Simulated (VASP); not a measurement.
A run of VASP 6.6.1 is set up as follows.

Contents of INCAR:

```
ALGO = Normal
EDIFF = 1E-6
ENCUT = 520
GGA = PS
ISIF = 2
ISMEAR = 0
LASPH = T
LCHARG = T
LELF = T
LREAL = F
LVHAR = T
LWAVE = F
NBANDS = 24
NELM = 100
PREC = Accurate
SIGMA = 0.05
```

KPOINTS

```
k-points
0
Gamma
  6 6 4
```

File POSCAR:

```
BaTe
1.0
    5.8774855334      0.0000000000      0.0000000000
    0.0000000000      5.8774855334      0.0000000000
    0.0000000000      0.0000000000      4.1770960813
Ba Te
2 2
Direct
    0.5000000000      0.0000000000      0.5000090223
    0.0000000000      0.5000000000      0.4999909777
    0.0000000000      0.0000000000      0.0000000000
    0.5000000000      0.5000000000      0.0000000000
```

Potentials or basis: VASP PAW PBE potentials, release 64 (Ba_sv, Te).

The run is started by

```sh
$ cat potpaw_PBE.64/Ba_sv/POTCAR potpaw_PBE.64/Te/POTCAR > POTCAR
$ mpirun -np 1 vasp_std > vasp.out
```

(1) Predict the band gap on the k mesh.

(2) Predict the pressure.

Answers

(1) 0.50 eV.

(2) 0.6 GPa.

Caveat: the PAW data sets were made with another functional, which shifts forces and pressure a little; spin-orbit coupling is left out, which moves the levels of the heavy elements.
